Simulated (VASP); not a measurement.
A run of VASP 6.6.1:

Contents of POSCAR:

```
K2ICl
1.0
    2.3574210133      1.3610576566      7.7636043720
   -2.3574210133      1.3610576566      7.7636043720
    0.0000000000     -2.7221153133      7.7636043720
Cl I K
1 1 2
Direct
    1.0000000000      0.0000000000      0.0000000000
    0.5000000000      0.5000000000      0.5000000000
    0.2599441828      0.2599441828      0.2599441828
    0.7400558172      0.7400558172      0.7400558172
```

Contents of INCAR.step1:

```
SYSTEM = K2ICl
  ALGO = Normal
  EDIFF = 1E-4
  ENCUT = 520
  GGA = PE
  ISMEAR = 0
  LASPH = .TRUE.
  LCHARG = .FALSE.
  LREAL = .FALSE.
  LWAVE = .TRUE.
  NBANDS = 24
  NELM = 80
  PREC = Accurate
  SIGMA = 0.01
```

The input INCAR.step2:

```
SYSTEM = K2ICl
  ALGO = Normal
  EDIFF = 1E-6
  ENCUT = 520
  ISIF = 2
  ISMEAR = 0
  ISTART = 1
  LASPH = .TRUE.
  LCHARG = .FALSE.
  LMIXTAU = .TRUE.
  LREAL = .FALSE.
  LWAVE = .FALSE.
  METAGGA = R2SCAN
  NBANDS = 24
  NELM = 80
  PREC = Accurate
  SIGMA = 0.01
```

The input KPOINTS:

```
k-points
0
G
  6 6 6
  0 0 0
```

Potentials or basis: VASP PAW PBE potentials, release 64 (Cl, I, K_sv).

Launch:

```bash
$ cat potpaw_PBE.64/Cl/POTCAR potpaw_PBE.64/I/POTCAR potpaw_PBE.64/K_sv/POTCAR > POTCAR
$ cp INCAR.step1 INCAR
$ mpirun -np 1 vasp_std > vasp.out
$ cp INCAR.step2 INCAR
$ mpirun -np 1 vasp_std > vasp.out
```

Hardware: 1 thread of AMD EPYC 9R14 (Zen 4), with other jobs on the host.

Problem. Estimate the wall time of this run.

Solution. It took 17 min on 1 thread of AMD EPYC 9R14 (Zen 4), on a shared host, peak memory 0.66 GiB. Counts: k points 32.
